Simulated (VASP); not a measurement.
# HfSnSe4 (P6/mmm) in VASP: a series of runs, part 2 of 2

VASP 6.6.1. The steps go on from the part before.

## Step 3: Relaxation of cell and atoms, PBE

This run uses another cell than the first one, of 21.52 Å³/atom, 0.982 times its volume.

The input, INCAR:

```
ALGO = Normal ; EDIFF = 1E-6
EDIFFG = -0.04 ; ENCUT = 600
GGA = PE ; IBRION = 2
ISIF = 3 ; ISMEAR = 0
LASPH = True ; LCHARG = False
LREAL = False ; LWAVE = False
NELM = 60 ; NSW = 90
PREC = Accurate ; SIGMA = 0.1
```

The input, KPOINTS:

```
k-points
0
Gamma
  6 6 4
```

The input, POSCAR:

```
HfSnSe4
1.0
    5.0705632992      0.0000000000      0.0000000000
   -2.5352816496      4.3912366286      0.0000000000
    0.0000000000      0.0000000000      5.7999992084
Hf Sn Se
1 1 4
Direct
    0.0000000000      0.0000000000      0.0000000000
    0.0000000000      0.0000000000      0.5000000000
    0.3333333333      0.6666666667      0.7672985744
    0.3333333333      0.6666666667      0.2327014256
    0.6666666667      0.3333333333      0.7672985744
    0.6666666667      0.3333333333      0.2327014256
```

Potentials or basis: VASP PAW PBE potentials, release 64 (Hf_pv, Sn_d, Se).

Launch:

```bash
> cat potpaw_PBE.64/Hf_pv/POTCAR potpaw_PBE.64/Sn_d/POTCAR potpaw_PBE.64/Se/POTCAR > POTCAR
> mpirun -np 1 vasp_std > vasp.out
```

OUTCAR:

```text
EDIFF = 1E-6
   EDIFFG = -0.04
   ENCUT = 600
   GGA = PE
   IBRION = 2
   ISIF = 3
   ISMEAR = 0
   LASPH = True
   LREAL = False
   NELM = 60
   NSW = 90
   PREC = Accurate

 ion  position               nearest neighbor table
   1  0.000  0.000  0.000-   2 2.90   2 2.90   4 3.22   5 3.22   6 3.22   3 3.22   3 3.22   4 3.22
                             5 3.22   6 3.22   5 3.22   6 3.22   3 3.22   4 3.22
   2  0.000  0.000  0.500-   1 2.90   1 2.90
   3  0.333  0.667  0.767-   4 2.70   1 3.22   1 3.22   1 3.22
   4  0.333  0.667  0.233-   3 2.70   1 3.22   1 3.22   1 3.22
   5  0.667  0.333  0.767-   6 2.70   1 3.22   1 3.22   1 3.22
   6  0.667  0.333  0.233-   5 2.70   1 3.22   1 3.22   1 3.22

  LATTYP: Found a hexagonal cell.
 ALAT       =     5.0705632992
 C/A-ratio  =     1.1438569773

  Lattice vectors:

 A1 = (   5.0705632992,   0.0000000000,   0.0000000000)
 A2 = (  -2.5352816496,   4.3912366286,   0.0000000000)
 A3 = (   0.0000000000,   0.0000000000,   5.7999992084)

Analysis of symmetry for initial positions (statically):
=====================================================================
 Subroutine PRICEL returns:
 Original cell was already a primitive cell.

 Routine SETGRP: Setting up the symmetry group for a
 hexagonal supercell.

 Subroutine GETGRP returns: Found 24 space group operations
 (whereof 24 operations were pure point group operations)
 out of a pool of 24 trial point group operations.

The static configuration has the point symmetry D_6h.

Analysis of symmetry for dynamics (positions and initial velocities):
=====================================================================
 Subroutine PRICEL returns:
 Original cell was already a primitive cell.

 Routine SETGRP: Setting up the symmetry group for a
 hexagonal supercell.

 Subroutine GETGRP returns: Found 24 space group operations
 (whereof 24 operations were pure point group operations)
 out of a pool of 24 trial point group operations.

The dynamic configuration has the point symmetry D_6h.

[... 110 lines left out ...]
   POTIM  = 0.5000    time-step for ionic-motion
   TEBEG  =    0.0;   TEEND  =   0.0 temperature during run
   PSTRESS=    0.0 pullay stress
   NELECT =      48.0000    total number of electrons
   NUPDOWN=      -1.0000    fix difference up-down
   EMIN   =  10.00;   EMAX   =-10.00  energy-range for DOS
   EFERMI =   0.00;   METHOD = LEGACY
   ISMEAR =     0;   SIGMA  =   0.10  broadening in eV -4-tet -1-fermi 0-gaus
   EFERMI_NEDOS =   21; number of points for ismear=-14 and -15
   IALGO  =     38    algorithm
   IMIX   =      4    mixing-type and parameters
     AMIX     =   0.40;   BMIX     =  1.00
     AMIX_MAG =   1.60;   BMIX_MAG =  1.00
  volume/ion in A,a.u.               =      21.52       145.25
  Fermi-wavevector in a.u.,A,eV,Ry     =   1.177059  2.224319 18.850436  1.385468
  Thomas-Fermi vector in A             =   2.313412
   LORBIT       =      0    0 simple, 1 ext, 2 COOP (PROOUT), +10 PAW based schemes
   GGA     = PE    functional components
   LHFCALC =     F    Hartree Fock is set to
   AEXX    =    0.0000 exact exchange contribution
   IVDW    =     0    specifies the selected vdW correction
   LEPSILON=     F    determine dielectric tensor
   LRPA    =     F    only Hartree local field effects (RPA)
 conjugate gradient relaxation of ions
 non-spin polarized calculation
 Gauss-broadening in eV      SIGMA  =   0.10
  energy-cutoff  :      600.00
  volume of cell :      129.14
 maximum number of plane-waves:      4353
 NGX is ok and might be reduce to    42
   NGX = 21   NGY = 21   NGZ = 23

--------------------------------------- Ionic step        1  -------------------------------------------

 number of electron      48.0000000 magnetization

 Free energy of the ion-electron system (eV)
  ---------------------------------------------------
  ext. energy  EPLUGINS =         0.00000000
  ---------------------------------------------------
  free energy    TOTEN  =       -27.80049462 eV

  energy without entropy =      -27.78641846  energy(sigma->0) =      -27.79345654

------------------------ aborting loop because EDIFF is reached ----------------------------------------

  FORCE on cell =-STRESS in cart. coord.  units (eV):
  Direction    XX          YY          ZZ          XY          YZ          ZX
  --------------------------------------------------------------------------------------
  -------------------------------------------------------------------------------------
  Total       -0.9940567     -0.9940567      4.0364608      0.0000000      0.0000000      0.0000000
  in kB      -12.3324891    -12.3324891     50.0772345      0.0000000      0.0000000      0.0000000
  external PRESSURE =       8.4707521 kB  Pullay stress =       0.0000000 kB
[... 187 lines left out ...]
--------------------------------------- Ionic step        6  -------------------------------------------

 number of electron      48.0000004 magnetization

 Free energy of the ion-electron system (eV)
  ---------------------------------------------------
  ext. energy  EPLUGINS =         0.00000000
  ---------------------------------------------------
  free energy    TOTEN  =       -27.93267947 eV

  energy without entropy =      -27.92385077  energy(sigma->0) =      -27.92826512

 E-fermi :   6.4531     XC(G=0): -10.6044

 val. band max:        6.4270890954   @ k =   0.1667   0.0000   0.5000
 cond. band min:       6.5943252733   @ k =   0.3333   0.0000   0.5000
 fundamental gap:      0.1672361780
 Fermi energy:         6.4531077835

 k-point     1 :       0.0000    0.0000    0.0000
  band No.  band energies     occupation
      1     -25.6075      2.00000
      2     -25.6075      2.00000
      3     -25.4468      2.00000
      4     -15.4510      2.00000
      5     -15.4510      2.00000
      6     -15.2969      2.00000
[... 673 lines left out ...]
  FREE ENERGIE OF THE ION-ELECTRON SYSTEM (eV)
  ---------------------------------------------------
  free  energy   TOTEN  =       -27.9326794710 eV

  energy  without entropy=      -27.9238507747  energy(sigma->0) =      -27.92826512

 reached required accuracy - stopping structural energy minimisation
```

OSZICAR:

```text
N       E                     dE             d eps       ncg     rms          rms(c)
DAV:   1     0.429710811548E+03    0.42971E+03   -0.24048E+04  1184   0.203E+03
DAV:   2     0.372905880794E+02   -0.39242E+03   -0.38035E+03  1200   0.491E+02
DAV:   3    -0.246661401856E+02   -0.61957E+02   -0.58595E+02  1524   0.147E+02
DAV:   4    -0.288419091155E+02   -0.41758E+01   -0.36673E+01  1468   0.330E+01
[... 51 lines left out ...]
DAV:   4    -0.279328994647E+02    0.24003E-02   -0.55868E-03  1564   0.603E-01    0.109E-01
DAV:   5    -0.279327186509E+02    0.18081E-03   -0.28094E-04  1736   0.101E-01    0.781E-02
DAV:   6    -0.279326813317E+02    0.37319E-04   -0.44758E-05  1436   0.393E-02    0.329E-02
DAV:   7    -0.279326791074E+02    0.22243E-05   -0.11416E-05  1536   0.252E-02    0.398E-03
DAV:   8    -0.279326794710E+02   -0.36366E-06   -0.79200E-07   792   0.683E-03
   6 F= -.27932679E+02 E0= -.27928265E+02  d E =-.145279E-01
```

CONTCAR:

```text
HfSnSe4
   1.00000000000000
     4.9992044958198871    0.0000000000000000    0.0000000000000000
    -2.4996022479099436    4.3294380920893447    0.0000000000000000
    -0.0000000000000000   -0.0000000000000000    6.0347959340397788
  Hf              Sn              Se
     1     1     4
Direct
     0.0000000000000000    0.0000000000000000    0.0000000000000000
     0.0000000000000000    0.0000000000000000    0.5000000000000000
     0.3333333332999970    0.6666666667000030    0.7803746295732376
     0.3333333332999970    0.6666666667000030    0.2196253704267624
     0.6666666667000030    0.3333333332999970    0.7803746295732376
     0.6666666667000030    0.3333333332999970    0.2196253704267624

  0.00000000E+00  0.00000000E+00  0.00000000E+00
  0.00000000E+00  0.00000000E+00  0.00000000E+00
  0.00000000E+00  0.00000000E+00  0.00000000E+00
  0.00000000E+00  0.00000000E+00  0.00000000E+00
  0.00000000E+00  0.00000000E+00  0.00000000E+00
  0.00000000E+00  0.00000000E+00  0.00000000E+00
```

Run time: 4 min. Hardware: 1 thread of AMD EPYC 9R45 (Zen 5), shared host; peak memory 0.32 GiB.

What came out:

| Property | Result |
| --- | --- |
| Free energy | -27.9327 eV |
| Relaxed volume | 21.77 Å³/atom |
| Relaxed cell | a = 4.999 Å, b = 4.999 Å, c = 6.035 Å, α = 90.00°, β = 90.00°, γ = 120.00° |
| Space group after relaxing (to 0.05 Å) | P6/mmm (No. 191) |
| Energy gained by relaxing | 22.0 meV/atom |
| Ionic steps | 6 |
| Pressure after relaxing | 0.1 GPa |
| Largest force after relaxing | 0.021 eV/Å |
| Band gap on the k mesh | zero (band 24 reaches 7.38 eV, above the bottom of band 25 at 4.69 eV) |

Forces on the atoms (eV/Å):
```
Hf   0.000  0.000  0.000
Sn   0.000  0.000  0.000
Se   0.000  0.000  0.021
Se   0.000  0.000 -0.021
Se   0.000  0.000  0.021
Se   0.000  0.000 -0.021
```

Step by step:
```
step  energy change (eV)  largest force (eV/Å)  pressure (GPa)  volume (Å³)
   1              0.0000                0.2760            0.85       129.14
   2             -0.0749                0.4401           -0.93       131.21
   3             -0.0749                0.4348           -0.88       131.13
   4             -0.1104                0.2658            0.22       129.56
   5             -0.1177                0.1344            1.10       128.45
   6             -0.1322                0.0214            0.12       130.62
```

Final structure:
```yaml
crystal:
  lattice:
    - [4.99920, 0.00000, 0.00000]
    - [-2.49960, 4.32944, 0.00000]
    - [0.00000, 0.00000, 6.03480]
  atoms:
    - { symbol: Hf, position: [0.00000, 0.00000, 0.00000] }
    - { symbol: Sn, position: [0.00000, 0.00000, 0.50000] }
    - { symbol: Se, position: [0.33333, 0.66667, 0.78037] }
    - { symbol: Se, position: [0.33333, 0.66667, 0.21963] }
    - { symbol: Se, position: [0.66667, 0.33333, 0.78037] }
    - { symbol: Se, position: [0.66667, 0.33333, 0.21963] }
```

Caveat: spin-orbit coupling is left out, which moves the levels of the heavy elements.
